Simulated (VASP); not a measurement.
## PtS2: single point with PBE

The system is PtS2.

```
Pt S
1.0
     3.54320    0.00000    0.00000
    -1.77160    3.06850    0.00000
     0.00000    0.00000    5.03880
Pt S
1 2
Cartesian
  0.0000 0.0000 0.0000
  1.7716 1.0228 3.8950
  0.0000 2.0457 1.1438
```

| Quantity | Value |
| --- | --- |
| Program | VASP 6.6.1 |
| Task | single point |
| Functional | PBE |
| Potentials or basis | VASP PAW PBE potentials, release 64 (Pt, S) |
| Cutoff | 520 eV |
| k mesh | 7 × 7 × 5 |
| Occupations | fermi-dirac, width 0.05 eV |
| Spin | no spin polarisation |
| Dipole correction | no |
| Further INCAR settings | ALGO = Normal; EDIFF = 1e-06; NBANDS = 18 |

* Pressure: 11.1 GPa
* Largest force: 1.214 eV/Å
* Band gap on the k mesh: 0.89 eV, indirect (least direct gap 1.18 eV)

Forces in eV/Å, atoms in the order of the input:
```
Pt   0.000  0.000  0.000
S    0.000  0.000 -1.214
S    0.000  0.000  1.214
```

Stress tensor (GPa, compression positive):
```
11.57  0.00  0.00
 0.00 11.57  0.00
 0.00  0.00 10.13
```

Levels at points of the mesh, in eV from the valence-band top:
```csv
k point,band 9,band 10,band 11,band 12,band 13,band 14
"(0.00, 0.00, 0.00)",-1.13,-1.13,-0.11,2.47,2.47,4.80
```

Run time: 32 s on 1 thread of Intel(R) Xeon(R) Platinum 8259CL CPU @ 2.50GHz (Skylake/Cascade Lake), with other jobs on the host, peak memory 0.19 GiB.

Caveat: spin-orbit coupling is left out, which moves the levels of the heavy elements; forces of over 1 eV/Å act on the atoms, so gaps and moduli don't describe the material at rest. A k mesh can miss the band edges.
